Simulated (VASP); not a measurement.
# Ca (Fm-3m) in VASP: further runs, part 2 of 2

VASP 6.6.1. The steps go on from the part before.

## 4. Single point, PBE (40.49 Å³/atom)

This run uses another cell than the first one, of 40.49 Å³/atom.

File INCAR:

```
SYSTEM = Ca
  PREC = Accurate
  ENCUT = 520
  EDIFF = 1E-6
  ISMEAR = -1
  SIGMA = 0.1
  LREAL = .False.
  LASPH = .True.
  NELM = 60
  ALGO = Normal
  ISIF = 2
  LWAVE = .False.
  LCHARG = .False.
  GGA = PE
  NBANDS = 11
```

File KPOINTS:

```
Automatic mesh
0
Gamma
  16 16 16
  0 0 0
```

File POSCAR:

```
Ca
1.0
    0.0000000000      2.7253704349      2.7253704349
    2.7253704349      0.0000000000      2.7253704349
    2.7253704349      2.7253704349      0.0000000000
Ca
1
Direct
    0.0000000000      0.0000000000      0.0000000000
```

Potentials or basis: VASP PAW PBE potentials, release 64 (Ca_sv).

Launch:

```sh
> cat potpaw_PBE.64/Ca_sv/POTCAR > POTCAR
> mpirun -np 1 vasp_std > vasp.out
```

OUTCAR:

```text
SYSTEM = Ca
   PREC = Accurate
   ENCUT = 520
   EDIFF = 1E-6
   ISMEAR = -1
   LREAL = .False.
   LASPH = .True.
   NELM = 60
   ISIF = 2
   GGA = PE

 ion  position               nearest neighbor table
   1  0.000  0.000  0.000-

  LATTYP: Found a face centered cubic cell.
 ALAT       =     5.4507408698

  Lattice vectors:

 A1 = (   0.0000000000,   2.7253704349,   2.7253704349)
 A2 = (   2.7253704349,   0.0000000000,   2.7253704349)
 A3 = (   2.7253704349,   2.7253704349,   0.0000000000)

Analysis of symmetry for initial positions (statically):
=====================================================================
 Subroutine PRICEL returns:
 Original cell was already a primitive cell.

 Routine SETGRP: Setting up the symmetry group for a
 face centered cubic supercell.

 Subroutine GETGRP returns: Found 48 space group operations
 (whereof 48 operations were pure point group operations)
 out of a pool of 48 trial point group operations.

The static configuration has the point symmetry O_h .

Analysis of symmetry for dynamics (positions and initial velocities):
=====================================================================
 Subroutine PRICEL returns:
 Original cell was already a primitive cell.

 Routine SETGRP: Setting up the symmetry group for a
 face centered cubic supercell.

 Subroutine GETGRP returns: Found 48 space group operations
 (whereof 48 operations were pure point group operations)
 out of a pool of 48 trial point group operations.

The dynamic configuration has the point symmetry O_h .

 Subroutine INISYM returns: Found 48 space group operations
 (whereof 48 operations are pure point group operations),
 and found     1 'primitive' translations

----------------------------------------------------------------------------------------
[... 114 lines left out ...]
  Thomas-Fermi vector in A             =   2.161093
   LORBIT       =      0    0 simple, 1 ext, 2 COOP (PROOUT), +10 PAW based schemes
   GGA     = PE    functional components
   LHFCALC =     F    Hartree Fock is set to
   AEXX    =    0.0000 exact exchange contribution
   IVDW    =     0    specifies the selected vdW correction
   LEPSILON=     F    determine dielectric tensor
   LRPA    =     F    only Hartree local field effects (RPA)
 non-spin polarized calculation
  energy-cutoff  :      520.00
  volume of cell :       40.49
 maximum number of plane-waves:      1106
 NGX is ok and might be reduce to    30
   NGX = 15   NGY = 15   NGZ = 15

 number of electron      10.0000001 magnetization

 Free energy of the ion-electron system (eV)
  ---------------------------------------------------
  ext. energy  EPLUGINS =         0.00000000
  ---------------------------------------------------
  free energy    TOTEN  =        -1.94629256 eV

  energy without entropy =       -1.90636107  energy(sigma->0) =       -1.92632682

 E-fermi :   2.1292     XC(G=0):  -7.8642

 val. band max:        2.1288702326   @ k =  -0.3125   0.3750   0.1250
 cond. band min:       2.1327351603   @ k =  -0.3750   0.3750   0.0000
 fundamental gap:      0.0038649277
 Fermi energy:         2.1292340882

 k-point     1 :       0.0000    0.0000    0.0000
  band No.  band energies     occupation
      1     -39.7871      2.00000
      2     -20.6987      2.00000
      3     -20.6987      2.00000
      4     -20.6987      2.00000
      5      -1.9718      2.00000
      6       4.5238      0.00000
      7       4.5238      0.00000
      8       4.5238      0.00000
      9       5.6486      0.00000
     10       5.6486      0.00000
     11      11.4268      0.00000
[... 309 lines left out ...]
 k-point    24 :      -0.0625    0.0625    0.0000
  band No.  band energies     occupation
      1     -39.7854      2.00000
      2     -20.7138      2.00000
      3     -20.7032      2.00000
      4     -20.6999      2.00000
      5      -1.7877      2.00000
      6       4.3309      0.00000
      7       4.5831      0.00000
      8       4.6002      0.00000
      9       5.5278      0.00000
     10       5.6480      0.00000
     11      11.6502      0.00000

 [... further k-points ...]

------------------------ aborting loop because EDIFF is reached ----------------------------------------

  FORCE on cell =-STRESS in cart. coord.  units (eV):
  Direction    XX          YY          ZZ          XY          YZ          ZX
  --------------------------------------------------------------------------------------
  -------------------------------------------------------------------------------------
  Total        0.1976180      0.1976180      0.1976180     -0.0000000     -0.0000000      0.0000000
  in kB        7.8204254      7.8204254      7.8204254     -0.0000000     -0.0000000      0.0000000
  external PRESSURE =       7.8204254 kB  Pullay stress =       0.0000000 kB

 VOLUME and BASIS-vectors are now :
 -----------------------------------------------------------------------------
  energy-cutoff  :      520.00
  volume of cell :       40.49
      direct lattice vectors                 reciprocal lattice vectors
     0.000000000  2.725370435  2.725370435    -0.183461299  0.183461299  0.183461299
     2.725370435  0.000000000  2.725370435     0.183461299 -0.183461299  0.183461299
     2.725370435  2.725370435  0.000000000     0.183461299  0.183461299 -0.183461299

 POSITION                                       TOTAL-FORCE (eV/Angst)
 -----------------------------------------------------------------------------------
      0.00000      0.00000      0.00000        -0.000000      0.000000      0.000000
 -----------------------------------------------------------------------------------
    total drift:                               -0.000000     -0.000000     -0.000000

  FREE ENERGIE OF THE ION-ELECTRON SYSTEM (eV)
  ---------------------------------------------------
  free  energy   TOTEN  =        -1.9462925641 eV

  energy  without entropy=       -1.9063610713  energy(sigma->0) =       -1.92632682
```

stdout:

```text
POSCAR found type information on POSCAR Ca
 POSCAR found :  1 types and       1 ions
 scaLAPACK will be used
 LDA part: xc-table for (Slater+PW92), standard interpolation
 POSCAR, INCAR and KPOINTS ok, starting setup
 FFT: planning ... GRIDC
 FFT: planning ... GRID_SOFT
 FFT: planning ... GRID
 WAVECAR not read
 entering main loop
```

It took 28 s on 1 thread of AMD EPYC 9R45 (Zen 5), shared host; peak memory 0.18 GiB.

What came out:

| Item | Value |
| --- | --- |
| Free energy | -1.9463 eV |
| Pressure | 0.8 GPa |
| Band gap on the k mesh | zero (bands 5 and 6 overlap by 0.30 eV) |

## 5. Single point, PBE

This run uses another cell than the first one, of 42.17 Å³/atom.

File INCAR:

```
ALGO = Normal
EDIFF = 1E-6
ENCUT = 520
GGA = PE
ISIF = 2
ISMEAR = -1
LASPH = True
LCHARG = False
LREAL = False
LWAVE = False
NBANDS = 11
NELM = 100
PREC = Accurate
SIGMA = 0.1
```

File KPOINTS:

```
k-points
0
Gamma
  16 16 16
```

File POSCAR:

```
Ca
1.0
    0.0000000000      2.7627089163      2.7627089163
    2.7627089163      0.0000000000      2.7627089163
    2.7627089163      2.7627089163      0.0000000000
Ca
1
Direct
    0.0000000000      0.0000000000      0.0000000000
```

Potentials or basis: VASP PAW PBE potentials, release 64 (Ca_sv).

Launch:

```sh
> cat potpaw_PBE.64/Ca_sv/POTCAR > POTCAR
> mpirun -np 1 vasp_std > vasp.out
```

OUTCAR:

```text
EDIFF = 1E-6
   ENCUT = 520
   GGA = PE
   ISIF = 2
   ISMEAR = -1
   LASPH = True
   LREAL = False
   NELM = 100
   PREC = Accurate

 ion  position               nearest neighbor table
   1  0.000  0.000  0.000-

  LATTYP: Found a face centered cubic cell.
 ALAT       =     5.5254178326

  Lattice vectors:

 A1 = (   0.0000000000,   2.7627089163,   2.7627089163)
 A2 = (   2.7627089163,   0.0000000000,   2.7627089163)
 A3 = (   2.7627089163,   2.7627089163,   0.0000000000)

Analysis of symmetry for initial positions (statically):
=====================================================================
 Subroutine PRICEL returns:
 Original cell was already a primitive cell.

 Routine SETGRP: Setting up the symmetry group for a
 face centered cubic supercell.

 Subroutine GETGRP returns: Found 48 space group operations
 (whereof 48 operations were pure point group operations)
 out of a pool of 48 trial point group operations.

The static configuration has the point symmetry O_h .

Analysis of symmetry for dynamics (positions and initial velocities):
=====================================================================
 Subroutine PRICEL returns:
 Original cell was already a primitive cell.

 Routine SETGRP: Setting up the symmetry group for a
 face centered cubic supercell.

 Subroutine GETGRP returns: Found 48 space group operations
 (whereof 48 operations were pure point group operations)
 out of a pool of 48 trial point group operations.

The dynamic configuration has the point symmetry O_h .

 Subroutine INISYM returns: Found 48 space group operations
 (whereof 48 operations are pure point group operations),
 and found     1 'primitive' translations

----------------------------------------------------------------------------------------

                                     Primitive cell

  volume of cell :      42.1731

  direct lattice vectors                    reciprocal lattice vectors
     0.000000000  2.762708916  2.762708916    -0.180981788  0.180981788  0.180981788
     2.762708916  0.000000000  2.762708916     0.180981788 -0.180981788  0.180981788
     2.762708916  2.762708916  0.000000000     0.180981788  0.180981788 -0.180981788

  length of vectors
     3.907060418  3.907060418  3.907060418     0.313469652  0.313469652  0.313469652

  position of ions in fractional coordinates (direct lattice)
     0.000000000  0.000000000  0.000000000

  ion indices of the primitive-cell ions
   primitive index   ion index
                 1           1

----------------------------------------------------------------------------------------

 KPOINTS: k-points

Automatic generation of k-mesh.
 Grid dimensions read from file:
 generate k-points for:   16   16   16

 Generating k-lattice:

  Cartesian coordinates                     Fractional coordinates (reciprocal lattice)
    -0.011311362  0.011311362  0.011311362     0.062500000  0.000000000  0.000000000
     0.011311362 -0.011311362  0.011311362     0.000000000  0.062500000  0.000000000
     0.011311362  0.011311362 -0.011311362     0.000000000  0.000000000  0.062500000

  Length of vectors
     0.019591853  0.019591853  0.019591853

  Shift w.r.t. Gamma in fractional coordinates (k-lattice)
     0.000000000  0.000000000  0.000000000

 Subroutine IBZKPT returns following result:
 ===========================================

 Found    145 irreducible k-points:

 Following reciprocal coordinates:
            Coordinates               Weight
  0.000000  0.000000  0.000000      1.000000
  0.062500  0.000000  0.000000      8.000000
  0.125000  0.000000  0.000000      8.000000
  0.187500  0.000000  0.000000      8.000000
  0.250000  0.000000  0.000000      8.000000
  0.312500  0.000000  0.000000      8.000000
[... 16 lines left out ...]
 -0.125000  0.062500  0.000000     24.000000
 -0.062500  0.062500  0.000000     12.000000
 [... further k-points ...]
   k-points           NKPTS =    145   k-points in BZ     NKDIM =    145   number of bands    NBANDS=     11
   number of dos      NEDOS =    301   number of ions     NIONS =      1
   total plane-waves  NPLWV =  27000
   dimension x,y,z NGX =    30 NGY =   30 NGZ =   30
   dimension x,y,z NGXF=    60 NGYF=   60 NGZF=   60
   ions per type =               1
   NGX,Y,Z   is equivalent  to a cutoff of  12.77, 12.77, 12.77 a.u.
   NGXF,Y,Z  is equivalent  to a cutoff of  25.53, 25.53, 25.53 a.u.
 SYSTEM =  unknown system
   PREC   = accura    normal or accurate (medium, high low for compatibility)
   ISTART =      0    job   : 0-new  1-cont  2-samecut
   ICHARG =      2    charge: 1-file 2-atom 10-const
   ISPIN  =      1    spin polarized calculation?
   LNONCOLLINEAR =      F non collinear calculations
   LSORBIT =      F    spin-orbit coupling
   LASPH  =      T    aspherical Exc in radial PAW
   ENCUT  =  520.0 eV  38.22 Ry    6.18 a.u.   7.26  7.26  7.26*2*pi/ulx,y,z
   NELM   =    100;   NELMIN=  2; NELMDL= -5     # of ELM steps
   EDIFF  = 0.1E-05   stopping-criterion for ELM
   LREAL  =      F    real-space projection
   EDIFFG = 0.1E-04   stopping-criterion for IOM
   NSW    =      0    number of steps for IOM
   IBRION =     -1    ionic relax: 0-MD 1-quasi-New 2-CG
   NFREE  =      0    steps in history (QN), initial steepest desc. (CG)
   ISIF   =      2    stress and relaxation
   ISYM   =      2    0-nonsym 1-usesym 2-fastsym
   POTIM  = 0.5000    time-step for ionic-motion
   TEBEG  =    0.0;   TEEND  =   0.0 temperature during run
   PSTRESS=    0.0 pullay stress
   NELECT =      10.0000    total number of electrons
   NUPDOWN=      -1.0000    fix difference up-down
   EMIN   =  10.00;   EMAX   =-10.00  energy-range for DOS
   EFERMI =   0.00;   METHOD = LEGACY
   ISMEAR =    -1;   SIGMA  =   0.10  broadening in eV -4-tet -1-fermi 0-gaus
   EFERMI_NEDOS =   21; number of points for ismear=-14 and -15
   IALGO  =     38    algorithm
   IMIX   =      4    mixing-type and parameters
     AMIX     =   0.40;   BMIX     =  1.00
     AMIX_MAG =   1.60;   BMIX_MAG =  1.00
  volume/ion in A,a.u.               =      42.17       284.60
  Fermi-wavevector in a.u.,A,eV,Ry     =   1.013281  1.914823 13.969611  1.026737
  Thomas-Fermi vector in A             =   2.146440
   LORBIT       =      0    0 simple, 1 ext, 2 COOP (PROOUT), +10 PAW based schemes
   GGA     = PE    functional components
   LHFCALC =     F    Hartree Fock is set to
   AEXX    =    0.0000 exact exchange contribution
   IVDW    =     0    specifies the selected vdW correction
   LEPSILON=     F    determine dielectric tensor
   LRPA    =     F    only Hartree local field effects (RPA)
 non-spin polarized calculation
  energy-cutoff  :      520.00
  volume of cell :       42.17
 maximum number of plane-waves:      1158
 NGX is ok and might be reduce to    30
   NGX = 15   NGY = 15   NGZ = 15

 number of electron      10.0000001 magnetization

 Free energy of the ion-electron system (eV)
  ---------------------------------------------------
  ext. energy  EPLUGINS =         0.00000000
  ---------------------------------------------------
  free energy    TOTEN  =        -1.95079509 eV

  energy without entropy =       -1.91031756  energy(sigma->0) =       -1.93055633

 E-fermi :   1.9635     XC(G=0):  -7.7369

 val. band max:        1.9570892141   @ k =  -0.3750   0.3750   0.0625
 cond. band min:       1.9679795286   @ k =  -0.3125   0.3750   0.1250
 fundamental gap:      0.0108903145
 Fermi energy:         1.9634740037

 k-point     1 :       0.0000    0.0000    0.0000
  band No.  band energies     occupation
      1     -40.0455      2.00000
      2     -20.9629      2.00000
      3     -20.9629      2.00000
      4     -20.9629      2.00000
      5      -2.0640      2.00000
      6       4.3047      0.00000
      7       4.3047      0.00000
      8       4.3047      0.00000
      9       5.3767      0.00000
     10       5.3767      0.00000
     11      11.0832      0.00000
[... 309 lines left out ...]
 k-point    24 :      -0.0625    0.0625    0.0000
  band No.  band energies     occupation
      1     -40.0441      2.00000
      2     -20.9758      2.00000
      3     -20.9668      2.00000
      4     -20.9639      2.00000
      5      -1.8861      2.00000
      6       4.1204      0.00000
      7       4.3608      0.00000
      8       4.3778      0.00000
      9       5.2626      0.00000
     10       5.3765      0.00000
     11      11.2827      0.00000

 [... further k-points ...]

------------------------ aborting loop because EDIFF is reached ----------------------------------------

  FORCE on cell =-STRESS in cart. coord.  units (eV):
  Direction    XX          YY          ZZ          XY          YZ          ZX
  --------------------------------------------------------------------------------------
  -------------------------------------------------------------------------------------
  Total        0.0042186      0.0042186      0.0042186      0.0000000      0.0000000      0.0000000
  in kB        0.1602662      0.1602662      0.1602662      0.0000000      0.0000000      0.0000000
  external PRESSURE =       0.1602662 kB  Pullay stress =       0.0000000 kB

 VOLUME and BASIS-vectors are now :
 -----------------------------------------------------------------------------
  energy-cutoff  :      520.00
  volume of cell :       42.17
      direct lattice vectors                 reciprocal lattice vectors
     0.000000000  2.762708916  2.762708916    -0.180981788  0.180981788  0.180981788
     2.762708916  0.000000000  2.762708916     0.180981788 -0.180981788  0.180981788
     2.762708916  2.762708916  0.000000000     0.180981788  0.180981788 -0.180981788

 POSITION                                       TOTAL-FORCE (eV/Angst)
 -----------------------------------------------------------------------------------
      0.00000      0.00000      0.00000         0.000000      0.000000      0.000000
 -----------------------------------------------------------------------------------
    total drift:                               -0.000000     -0.000000     -0.000000

  FREE ENERGIE OF THE ION-ELECTRON SYSTEM (eV)
  ---------------------------------------------------
  free  energy   TOTEN  =        -1.9507950921 eV

  energy  without entropy=       -1.9103175617  energy(sigma->0) =       -1.93055633
```

stdout:

```text
POSCAR found type information on POSCAR Ca
 POSCAR found :  1 types and       1 ions
 scaLAPACK will be used
 LDA part: xc-table for (Slater+PW92), standard interpolation
 POSCAR, INCAR and KPOINTS ok, starting setup
 FFT: planning ... GRIDC
 FFT: planning ... GRID_SOFT
 FFT: planning ... GRID
 WAVECAR not read
 entering main loop
```

It took 28 s on 1 thread of AMD EPYC 9R45 (Zen 5), shared host; peak memory 0.18 GiB.

What came out:

| Property | Result |
| --- | --- |
| Free energy | -1.9508 eV |
| Pressure | 0.0 GPa |
| Band gap on the k mesh | zero (bands 5 and 6 overlap by 0.36 eV) |

## 6. Overview

```csv
cell,gap on the mesh (eV),pressure (GPa)
"a = 3.744 Å, angles 60.0°, 1 atom",none,2.8
"a = 3.800 Å, angles 60.0°, 1 atom",none,1.7
"a = 3.854 Å, angles 60.0°, 1 atom",none,0.8
"a = 3.907 Å, angles 60.0°, 1 atom",none,0.0
```

Alike in all rows: task single point; level PBE; potentials or basis VASP PAW PBE potentials, release 64 (Ca_sv); no spin polarisation; k mesh 16 × 16 × 16; cutoff (eV) 520; smearing fermi-dirac 0.1 eV.

Total energies depend on the potentials used, so only differences within one code and one set of settings carry meaning.
